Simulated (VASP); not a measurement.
# Te2Mo in VASP: a series of runs

The runs below take Te2Mo through single point, with LDA.

Program: VASP 6.6.1. These are calculated values, not measurements. Logs are shortened: lines on timing, memory, paths and dates and some standing lists are left out, and cuts for length are marked.

## (1) The cell of the first run

The cell holds a slab with vacuum, 3 atoms: a = 3.845 Å, b = 3.845 Å, c = 18.926 Å, α = 90.00°, β = 90.00°, γ = 120.00°.

## (2) Single point, LDA (strain +0.080 along x and y, +0.080 along z)

Contents of INCAR:

```
PREC = Accurate ; ENCUT = 520
EDIFF = 1E-6 ; ISMEAR = 0
SIGMA = 0.05 ; LREAL = False
LASPH = True ; NELM = 80
ALGO = Normal ; ISIF = 2
LWAVE = False ; LCHARG = False
GGA = CA ; NBANDS = 20
```

Contents of KPOINTS:

```
Automatic mesh
0
Gamma
  12 12 2
```

Contents of POSCAR:

```
Te2Mo
1.0
    3.8450514391      0.0000000000      0.0000000000
   -1.9225257196      3.3299122251      0.0000000000
    0.0000000000      0.0000000000     18.9259824456
Te Mo
2 1
Direct
    0.3333333333      0.6666666667      0.8978554500
    0.3333333333      0.6666666667      0.1021445500
    0.0000000000      0.0000000000      0.0000000000
```

Potentials or basis: VASP PAW LDA potentials, release 64 (Te, Mo_sv).

Run with:

```
> cat potpaw_LDA.64/Te/POTCAR potpaw_LDA.64/Mo_sv/POTCAR > POTCAR
> mpirun -np 1 vasp_std > vasp.out
```

OUTCAR:

```text
PREC = Accurate
   ENCUT = 520
   EDIFF = 1E-6
   ISMEAR = 0
   LREAL = False
   LASPH = True
   NELM = 80
   ISIF = 2
   GGA = CA

 ion  position               nearest neighbor table
   1  0.333  0.667  0.898-   3 2.94   3 2.94   3 2.94
   2  0.333  0.667  0.102-   3 2.94   3 2.94   3 2.94
   3  0.000  0.000  0.000-   1 2.94   2 2.94   1 2.94   2 2.94   1 2.94   2 2.94

  LATTYP: Found a hexagonal cell.
 ALAT       =     3.8450514391
 C/A-ratio  =     4.9221662559

  Lattice vectors:

 A1 = (   3.8450514391,   0.0000000000,   0.0000000000)
 A2 = (  -1.9225257196,   3.3299122251,   0.0000000000)
 A3 = (   0.0000000000,   0.0000000000,  18.9259824456)

Analysis of symmetry for initial positions (statically):
=====================================================================
 Subroutine PRICEL returns:
 Original cell was already a primitive cell.

 Routine SETGRP: Setting up the symmetry group for a
 hexagonal supercell.

 Subroutine GETGRP returns: Found 12 space group operations
 (whereof 12 operations were pure point group operations)
 out of a pool of 24 trial point group operations.

The static configuration has the point symmetry D_3h.

Analysis of symmetry for dynamics (positions and initial velocities):
=====================================================================
 Subroutine PRICEL returns:
 Original cell was already a primitive cell.

 Routine SETGRP: Setting up the symmetry group for a
 hexagonal supercell.

 Subroutine GETGRP returns: Found 12 space group operations
 (whereof 12 operations were pure point group operations)
 out of a pool of 24 trial point group operations.

The dynamic configuration has the point symmetry D_3h.

 Subroutine INISYM returns: Found 12 space group operations
 (whereof 12 operations are pure point group operations),
 and found     1 'primitive' translations

----------------------------------------------------------------------------------------

                                     Primitive cell

  volume of cell :     242.3223

  direct lattice vectors                    reciprocal lattice vectors
     3.845051439  0.000000000  0.000000000     0.260074544  0.150154108  0.000000000
    -1.922525720  3.329912225  0.000000000     0.000000000  0.300308216  0.000000000
     0.000000000  0.000000000 18.925982446     0.000000000  0.000000000  0.052837416

  length of vectors
     3.845051439  3.845051439 18.925982446     0.300308216  0.300308216  0.052837416

  position of ions in fractional coordinates (direct lattice)
     0.333333333  0.666666667  0.897855450
     0.333333333  0.666666667  0.102144550
     0.000000000  0.000000000  0.000000000

  ion indices of the primitive-cell ions
   primitive index   ion index
                 1           1
                 2           2
                 3           3

----------------------------------------------------------------------------------------

 KPOINTS: Automatic mesh

Automatic generation of k-mesh.
 Grid dimensions read from file:
 generate k-points for:   12   12    2

 Generating k-lattice:

  Cartesian coordinates                     Fractional coordinates (reciprocal lattice)
     0.021672879  0.012512842  0.000000000     0.083333333  0.000000000  0.000000000
     0.000000000  0.025025685  0.000000000     0.000000000  0.083333333  0.000000000
     0.000000000  0.000000000  0.026418708     0.000000000  0.000000000  0.500000000

  Length of vectors
     0.025025685  0.025025685  0.026418708

  Shift w.r.t. Gamma in fractional coordinates (k-lattice)
     0.000000000  0.000000000  0.000000000

 Subroutine IBZKPT returns following result:
 ===========================================

 Found     38 irreducible k-points:

 Following reciprocal coordinates:
            Coordinates               Weight
  0.000000  0.000000  0.000000      1.000000
  0.083333  0.000000  0.000000      6.000000
  0.166667  0.000000  0.000000      6.000000
  0.250000  0.000000  0.000000      6.000000
  0.333333  0.000000  0.000000      6.000000
  0.416667  0.000000  0.000000      6.000000
[... 16 lines left out ...]
  0.250000  0.000000  0.500000      6.000000
  0.333333  0.000000  0.500000      6.000000
 [... further k-points ...]
   k-points           NKPTS =     38   k-points in BZ     NKDIM =     38   number of bands    NBANDS=     20
   number of dos      NEDOS =    301   number of ions     NIONS =      3
   total plane-waves  NPLWV = 129600
   dimension x,y,z NGX =    30 NGY =   30 NGZ =  144
   dimension x,y,z NGXF=    60 NGYF=   60 NGZF=  288
   ions per type =               2   1
   NGX,Y,Z   is equivalent  to a cutoff of  12.97, 12.97, 12.65 a.u.
   NGXF,Y,Z  is equivalent  to a cutoff of  25.94, 25.94, 25.30 a.u.
 SYSTEM =  unknown system
   PREC   = accura    normal or accurate (medium, high low for compatibility)
   ISTART =      0    job   : 0-new  1-cont  2-samecut
   ICHARG =      2    charge: 1-file 2-atom 10-const
   ISPIN  =      1    spin polarized calculation?
   LNONCOLLINEAR =      F non collinear calculations
   LSORBIT =      F    spin-orbit coupling
   LASPH  =      T    aspherical Exc in radial PAW
   ENCUT  =  520.0 eV  38.22 Ry    6.18 a.u.   7.15  7.15 35.19*2*pi/ulx,y,z
   NELM   =     80;   NELMIN=  2; NELMDL= -5     # of ELM steps
   EDIFF  = 0.1E-05   stopping-criterion for ELM
   LREAL  =      F    real-space projection
   EDIFFG = 0.1E-04   stopping-criterion for IOM
   NSW    =      0    number of steps for IOM
   IBRION =     -1    ionic relax: 0-MD 1-quasi-New 2-CG
   NFREE  =      0    steps in history (QN), initial steepest desc. (CG)
   ISIF   =      2    stress and relaxation
   ISYM   =      2    0-nonsym 1-usesym 2-fastsym
   POTIM  = 0.5000    time-step for ionic-motion
   TEBEG  =    0.0;   TEEND  =   0.0 temperature during run
   PSTRESS=    0.0 pullay stress
   NELECT =      26.0000    total number of electrons
   NUPDOWN=      -1.0000    fix difference up-down
   EMIN   =  10.00;   EMAX   =-10.00  energy-range for DOS
   EFERMI =   0.00;   METHOD = LEGACY
   ISMEAR =     0;   SIGMA  =   0.05  broadening in eV -4-tet -1-fermi 0-gaus
   EFERMI_NEDOS =   21; number of points for ismear=-14 and -15
   IALGO  =     38    algorithm
   IMIX   =      4    mixing-type and parameters
     AMIX     =   0.40;   BMIX     =  1.00
     AMIX_MAG =   1.60;   BMIX_MAG =  1.00
  volume/ion in A,a.u.               =      80.77       545.09
  Fermi-wavevector in a.u.,A,eV,Ry     =   0.777920  1.470055  8.233691  0.605159
  Thomas-Fermi vector in A             =   1.880708
   LORBIT       =      0    0 simple, 1 ext, 2 COOP (PROOUT), +10 PAW based schemes
   GGA     = CA    functional components
   LHFCALC =     F    Hartree Fock is set to
   AEXX    =    0.0000 exact exchange contribution
   IVDW    =     0    specifies the selected vdW correction
   LEPSILON=     F    determine dielectric tensor
   LRPA    =     F    only Hartree local field effects (RPA)
 non-spin polarized calculation
 Gauss-broadening in eV      SIGMA  =   0.05
  energy-cutoff  :      520.00
  volume of cell :      242.32
 maximum number of plane-waves:      6591
 NGX is ok and might be reduce to    30
   NGX = 15   NGY = 15   NGZ = 71

 number of electron      26.0000001 magnetization

 Free energy of the ion-electron system (eV)
  ---------------------------------------------------
  ext. energy  EPLUGINS =         0.00000000
  ---------------------------------------------------
  free energy    TOTEN  =       -18.99852543 eV

  energy without entropy =      -18.99852543  energy(sigma->0) =      -18.99852543

 E-fermi :  -0.7111     XC(G=0):  -4.2805

 val. band max:       -1.1286873858   @ k =   0.3333   0.3333   0.5000
 cond. band min:      -0.3913080843   @ k =   0.3333   0.3333   0.0000
 fundamental gap:      0.7373793015
 Fermi energy:        -0.7111165727

 k-point     1 :       0.0000    0.0000    0.0000
  band No.  band energies     occupation
      1     -61.8028      2.00000
      2     -36.0082      2.00000
      3     -35.9930      2.00000
      4     -35.9930      2.00000
      5     -12.6297      2.00000
      6     -12.0426      2.00000
[... 12 lines left out ...]
     19       3.7031      0.00000
     20       3.9765      0.00000

 k-point     2 :       0.0833    0.0000    0.0000
  band No.  band energies     occupation
      1     -61.8026      2.00000
      2     -36.0077      2.00000
      3     -35.9958      2.00000
      4     -35.9937      2.00000
      5     -12.5664      2.00000
      6     -11.9961      2.00000
[... 12 lines left out ...]
     19       3.8137      0.00000
     20       4.1561      0.00000

 k-point     3 :       0.1667    0.0000    0.0000
  band No.  band energies     occupation
      1     -61.8022      2.00000
      2     -36.0063      2.00000
      3     -36.0033      2.00000
      4     -35.9955      2.00000
      5     -12.3847      2.00000
      6     -11.8632      2.00000
[... 12 lines left out ...]
     19       4.0956      0.00000
     20       4.5292      0.00000

 k-point     4 :       0.2500    0.0000    0.0000
  band No.  band energies     occupation
      1     -61.8016      2.00000
      2     -36.0136      2.00000
      3     -36.0044      2.00000
      4     -35.9981      2.00000
      5     -12.1118      2.00000
      6     -11.6655      2.00000
[... 12 lines left out ...]
     19       4.5067      0.00000
     20       4.5826      0.00000

 k-point     5 :       0.3333    0.0000    0.0000
  band No.  band energies     occupation
      1     -61.8011      2.00000
      2     -36.0238      2.00000
      3     -36.0025      2.00000
      4     -36.0006      2.00000
      5     -11.8012      2.00000
      6     -11.4445      2.00000
[... 12 lines left out ...]
     19       4.2140      0.00000
     20       4.8874      0.00000
[... 353 lines left out ...]
      6     -11.9961      2.00000
[... 12 lines left out ...]
     19       3.6701      0.00000
     20       4.4242      0.00000

 k-point    22 :       0.1667    0.0000    0.5000
  band No.  band energies     occupation
      1     -61.8022      2.00000
      2     -36.0063      2.00000
      3     -36.0033      2.00000
      4     -35.9955      2.00000
      5     -12.3847      2.00000
      6     -11.8631      2.00000
[... 12 lines left out ...]
     19       3.9527      0.00000
     20       4.8238      0.00000

 k-point    23 :       0.2500    0.0000    0.5000
  band No.  band energies     occupation
      1     -61.8016      2.00000
      2     -36.0136      2.00000
      3     -36.0044      2.00000
      4     -35.9981      2.00000
      5     -12.1118      2.00000
      6     -11.6655      2.00000
[... 12 lines left out ...]
     19       4.3823      0.00000
     20       4.6305      0.00000

 k-point    24 :       0.3333    0.0000    0.5000
  band No.  band energies     occupation
      1     -61.8011      2.00000
      2     -36.0238      2.00000
      3     -36.0025      2.00000
      4     -36.0006      2.00000
      5     -11.8012      2.00000
      6     -11.4445      2.00000
[... 12 lines left out ...]
     19       4.2241      0.00000
     20       4.8399      0.00000

 [... further k-points ...]

------------------------ aborting loop because EDIFF is reached ----------------------------------------

  FORCE on cell =-STRESS in cart. coord.  units (eV):
  Direction    XX          YY          ZZ          XY          YZ          ZX
  --------------------------------------------------------------------------------------
  -------------------------------------------------------------------------------------
  Total       -9.1467097     -9.1467097     -9.8818920      0.0000000     -0.0000000      0.0000000
  in kB      -60.4758672    -60.4758672    -65.3367175      0.0000000     -0.0000000      0.0000000
  external PRESSURE =     -62.0961507 kB  Pullay stress =       0.0000000 kB

 VOLUME and BASIS-vectors are now :
 -----------------------------------------------------------------------------
  energy-cutoff  :      520.00
  volume of cell :      242.32
      direct lattice vectors                 reciprocal lattice vectors
     3.845051439  0.000000000  0.000000000     0.260074544  0.150154108  0.000000000
    -1.922525720  3.329912225  0.000000000     0.000000000  0.300308216  0.000000000
     0.000000000  0.000000000 18.925982446     0.000000000  0.000000000  0.052837416

 POSITION                                       TOTAL-FORCE (eV/Angst)
 -----------------------------------------------------------------------------------
     -0.00000      2.21994     16.99280        -0.000000     -0.000000      2.553493
     -0.00000      2.21994      1.93319        -0.000000      0.000000     -2.553493
      0.00000      0.00000      0.00000         0.000000     -0.000000     -0.000000
 -----------------------------------------------------------------------------------
    total drift:                                0.000000     -0.000000     -0.000000

  FREE ENERGIE OF THE ION-ELECTRON SYSTEM (eV)
  ---------------------------------------------------
  free  energy   TOTEN  =       -18.9985254306 eV

  energy  without entropy=      -18.9985254306  energy(sigma->0) =      -18.99852543
```

Run time: 4.5 min. Hardware: 1 thread of AMD EPYC 7R13 (Zen 3), shared host; peak memory 0.37 GiB.

What came out:

| Quantity | Value |
| --- | --- |
| Free energy | -18.9985 eV |
| Largest force | 2.553 eV/Å |
| Band gap on the k mesh | 0.74 eV, direct |

Forces on the atoms (eV/Å):
```
Te   0.000  0.000  2.553
Te   0.000  0.000 -2.553
Mo   0.000  0.000  0.000
```

Levels at points of the mesh, in eV from the valence-band top:
| k point | band 9 | band 10 | band 11 | band 12 | band 13 | band 14 | band 15 | band 16 | band 17 | band 18 |
| --- | --- | --- | --- | --- | --- | --- | --- | --- | --- | --- |
| (0.00, 0.00, 0.00) | -1.33 | -1.33 | -0.79 | -0.79 | -0.23 | 2.12 | 2.12 | 2.23 | 2.23 | 3.86 |
| (0.50, 0.00, 0.00) | -2.71 | -1.85 | -1.41 | -0.51 | -0.46 | 0.95 | 1.21 | 2.43 | 2.62 | 3.47 |
| (0.00, 0.00, 0.50) | -1.33 | -1.33 | -0.79 | -0.79 | -0.23 | 2.12 | 2.12 | 2.23 | 2.23 | 3.88 |
| (0.50, 0.00, 0.50) | -2.71 | -1.85 | -1.41 | -0.51 | -0.46 | 0.95 | 1.21 | 2.43 | 2.62 | 3.47 |

Caveat: the cell differs from its parent crystal (strain +0.080 along x and y, +0.080 along z); spin-orbit coupling is left out, which moves the levels of the heavy elements.

(Part 1 of 2 ends here.)
